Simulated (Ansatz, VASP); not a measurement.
One calculation of Ge, two programs

```
Ge
1.0
     4.07369    0.00000    0.00000
    -2.03685    3.52792    0.00000
     0.00000    0.00000   25.81000
Ge
8
Direct
  0.33333 0.66667 0.29059
  0.00000 0.00000 0.32280
  0.00000 0.00000 0.41946
  0.66667 0.33333 0.45167
  0.66667 0.33333 0.54833
  0.33333 0.66667 0.58054
  0.33333 0.66667 0.67720
  0.00000 0.00000 0.70941
```

Alike in both runs: task single point; functional PBE; k mesh 9 × 9 × 1; occupations gaussian, width 0.1 eV; no spin polarisation.

```csv
,VASP,Ansatz
version,VASP 6.6.1,Ansatz 0.2.0
potentials or method,"VASP PAW PBE potentials, release 64 (Ge_d), cutoff 520 eV","scalar-relativistic, plane waves, PAW"
valence electrons in the cell,112,112
```

|  | VASP | Ansatz | Ansatz less VASP |
| --- | --- | --- | --- |
| gap on the k mesh at the Fermi level (eV) | none | none | - |
| rms of the force components (eV/Å) | 0.131 | 0.130 | -0.0008 |
| work function, face that differs most (eV) | 4.66 | 4.66 | +0.002 |

Atom by atom the forces differ by 0.001 eV/Å (rms over components). A gap of «none» marks a metal or a gap that the smearing closes.
